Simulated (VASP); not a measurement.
Al2Pt (fluorite type), 3 atoms in the cell. It takes space group Fm-3m (No. 225, cubic). Conventional cell: a = 5.910 Å, b = 5.910 Å, c = 5.910 Å, α = 90.00°, β = 90.00°, γ = 90.00°. Within 3.4 Å of Pt (site symmetry m-3m) lie 8 Al at 2.56 Å. Al (site symmetry -43m) has 4 Pt at 2.56 Å and 6 Al at 2.96 Å within 3.4 Å. 

| Quantity | Value |
| --- | --- |
| Program | VASP 6.6.1 |
| Task | relaxation of cell and atoms |
| Functional | r2SCAN |
| Potentials or basis | VASP PAW PBE potentials, release 64 (Pt, Al) |
| Cutoff | 600 eV |
| k mesh | 13 × 13 × 13 |
| Occupations | fermi-dirac, width 0.05 eV |
| Spin | no spin polarisation |
| Dipole correction | no |
| Further INCAR settings | ALGO = Normal; EDIFF = 1e-06; IBRION = 2; EDIFFG = -0.005; NSW = 60; ISIF = 3 |

Potentials or basis: VASP PAW PBE potentials, release 64 (Pt, Al).

Run with:

```bash
$ cat potpaw_PBE.64/Pt/POTCAR potpaw_PBE.64/Al/POTCAR > POTCAR
$ cp INCAR.step1 INCAR
$ mpirun -np 1 vasp_std > vasp.out
$ cp INCAR.step2 INCAR
$ mpirun -np 1 vasp_std > vasp.out
```

Hardware: 1 thread of Oxide Virtual Turin-like Processor (shared host).

**Question.** How long does it take, and how much memory?

**Answer.** Wall time 21 min on 1 thread of Oxide Virtual Turin-like Processor, on a shared host, peak memory 0.24 GiB. Counts: k points 84, ion steps 4.
